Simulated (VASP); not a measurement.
A run of VASP 6.6.1 is set up as follows.

File POSCAR:

```
MoS2
1.0
    3.1522847400      0.0000000000      0.0000000000
   -1.5761423700      2.7299586600      0.0000000000
    0.0000000000      0.0000000000     17.6865625957
Mo S
1 2
Direct
    0.0000000000      0.0000000000      0.0000000000
    0.3333333333      0.6666666667      0.0894930000
    0.3333333333      0.6666666667      0.9105070000
```

File INCAR.step1:

```
ALGO     = Normal         # electronic algorithm
EDIFF    = 1E-5           # SCF threshold, eV
ENCUT    = 550            # plane-wave cutoff, eV
GGA      = PE             # functional
GGA_COMPAT= F            
ISMEAR   = -1             # smearing method
LASPH    = T              # aspherical terms in the spheres
LCHARG   = F              # write CHGCAR
LREAL    = F              # projectors in reciprocal space
LWAVE    = T              # write WAVECAR
NBANDS   = 20             # bands
NELM     = 120            # most SCF steps
PREC     = Accurate       # precision mode
SIGMA    = 0.3            # smearing width, eV
```

Contents of INCAR.step2:

```
ALGO     = Normal         # electronic algorithm
EDIFF    = 1E-6           # SCF threshold, eV
ENCUT    = 550            # plane-wave cutoff, eV
GGA_COMPAT= F            
ISIF     = 2              # what is computed and relaxed
ISMEAR   = -1             # smearing method
ISTART   = 1            
LASPH    = T              # aspherical terms in the spheres
LCHARG   = F              # write CHGCAR
LMIXTAU  = T            
LREAL    = F              # projectors in reciprocal space
LWAVE    = F              # write WAVECAR
METAGGA  = R2SCAN         # meta-GGA
NBANDS   = 20             # bands
NELM     = 120            # most SCF steps
PREC     = Accurate       # precision mode
SIGMA    = 0.3            # smearing width, eV
```

Contents of KPOINTS:

```
k-points
0
Gamma
  12 12 2
```

Potentials or basis: VASP PAW PBE potentials, release 64 (Mo_sv, S).

Command:

```bash
$ cat potpaw_PBE.64/Mo_sv/POTCAR potpaw_PBE.64/S/POTCAR > POTCAR
$ cp INCAR.step1 INCAR
$ mpirun -np 1 vasp_std > vasp.out
$ cp INCAR.step2 INCAR
$ mpirun -np 1 vasp_std > vasp.out
```

Q: Estimate the band gap on the k mesh.

A: 1.93 eV.

Q: What does it give for the largest force?

A: 0.368 eV/Å.

Forces on the atoms (eV/Å):
```
Mo   0.000  0.000  0.000
S    0.000  0.000 -0.368
S    0.000  0.000  0.368
```

Caveat: so wide a smearing shifts energies and pressures; there is no dipole correction, which matters where the two faces differ; the PAW data sets were made with another functional, which shifts forces and pressure a little.
